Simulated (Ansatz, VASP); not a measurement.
## Se in VASP and in Ansatz

The input INCAR:

```
SYSTEM = Se
PREC     = Accurate       ! precision mode
ENCUT    = 600            ! plane-wave cutoff, eV
EDIFF    = 1E-6           ! SCF threshold, eV
ISMEAR   = 0              ! smearing method
SIGMA    = 0.02           ! smearing width, eV
LREAL    = .False.        ! projectors in reciprocal space
LASPH    = .True.         ! aspherical terms in the spheres
NELM     = 80             ! most SCF steps
ALGO     = Normal         ! electronic algorithm
ISIF     = 3              ! what is computed and relaxed
LWAVE    = .False.        ! write WAVECAR
LCHARG   = .False.        ! write CHGCAR
GGA      = PS             ! functional
IBRION   = 2              ! ionic algorithm
NSW      = 100            ! ionic steps
EDIFFG   = -0.002         ! ionic threshold
```

File KPOINTS:

```
regular mesh
0
Gamma
  9 9 6
  0 0 0
```

The input POSCAR:

```
Se
1.0
    4.5048207000      0.0000000000      0.0000000000
   -2.2524103500      3.9012891700      0.0000000000
    0.0000000000      0.0000000000      4.9787963200
Se
3
Direct
    0.2178929800      0.0000000000      0.3333333300
    0.0000000000      0.2178929800      0.6666666700
    0.7821070200      0.7821070200      0.0000000000
```

Input for Ansatz:

```yaml
crystal:
  lattice:
    - [4.5048207, 0.0, 0.0]
    - [-2.25241035, 3.90128917, 0.0]
    - [0.0, 0.0, 4.97879632]
  atoms:
    - { symbol: Se, position: [0.21789298, 0.0, 0.33333333] }
    - { symbol: Se, position: [0.0, 0.21789298, 0.66666667] }
    - { symbol: Se, position: [0.78210702, 0.78210702, 0.0] }
basis:
  ecutwfc: 420
kpoints:
  mp_grid: { grid: [9, 9, 6] }
hamiltonian:
  xc: pbesol
  pseudopotentials: { kind: paw, azcp: { folder: soft_1 } }
scf:
  occupations: { method: gaussian, width: 0.02 }
output:
  forces: true
  stress: true
  eigenvalues: true
relax:
  adjacent_minimum: "off"
  f_tol: 0.002
  max_steps: 80
  cell: { stress_tol: 0.02 }
```

Alike in both runs: task relaxation of cell and atoms; functional PBEsol; k mesh 9 × 9 × 6; occupations gaussian, width 0.02 eV; no spin polarisation.

|  | VASP | Ansatz |
| --- | --- | --- |
| version | VASP 6.6.1 | Ansatz 0.2.0 |
| potentials or method | VASP PAW PBE potentials, release 64 (Se), cutoff 600 eV | scalar-relativistic, plane waves, PAW |
| valence electrons in the cell | 18 | 48 |

```csv
,VASP,Ansatz,Ansatz less VASP
"gap on the k mesh at the Fermi level, each at its own relaxed structure (eV)",0.43,0.45,+0.020
relaxed volume (Å³/atom),24.12,24.11,-0.007
relaxed cell length with the largest relative difference (Å),5.127,5.121,-0.0065
```

VASP's potentials were made for PBE, not for PBEsol, and Ansatz warns of the same on its side. VASP's potentials hold 18 valence electrons a cell and Ansatz's 48, so a difference there can come from the potentials and not from the codes.

Noted on VASP's run: the volume moved by over 15 % at a fixed basis, so the end points are rough.
